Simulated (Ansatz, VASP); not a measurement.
MgO: VASP beside Ansatz

```xyz
4
Lattice="3.2544 0.0000 0.0000 -1.6272 2.8184 0.0000 0.0000 0.0000 5.1476" Properties=species:S:1:pos:R:3 pbc="T T T"
Mg    0.0000    1.8789    0.0111
Mg    1.6272    0.9395    2.5849
O     0.0000    1.8789    2.0716
O     1.6272    0.9395    4.6454
```

Alike in both runs: task single point; functional PBE; k mesh 9 × 9 × 6; occupations gaussian, width 0.05 eV; no spin polarisation.

|  | VASP | Ansatz |
| --- | --- | --- |
| version | VASP 6.6.1 | Ansatz 0.2.0 |
| potentials or method | VASP PAW PBE potentials, release 64 (Mg, O), cutoff 520 eV | scalar-relativistic, plane waves, PAW |
| valence electrons in the cell | 16 | 32 |

VASP gave:

- gap on the k mesh at the Fermi level (eV): 3.54
- least direct gap on the mesh (eV): 3.54
- pressure (GPa): 4.0
- traceless stress, the component that is largest in VASP (GPa): -6.09
- rms of the force components (eV/Å): 0.260

Q: Which values does Ansatz return?

A: gap on the k mesh at the Fermi level (eV): 3.56; least direct gap on the mesh (eV): 3.56; pressure (GPa): 4.4; traceless stress, the component that is largest in VASP (GPa): -6.04; rms of the force components (eV/Å): 0.257.

Atom by atom the forces differ by 0.003 eV/Å (rms over components). VASP's potentials hold 16 valence electrons a cell and Ansatz's 32, so a difference there can come from the potentials and not from the codes.
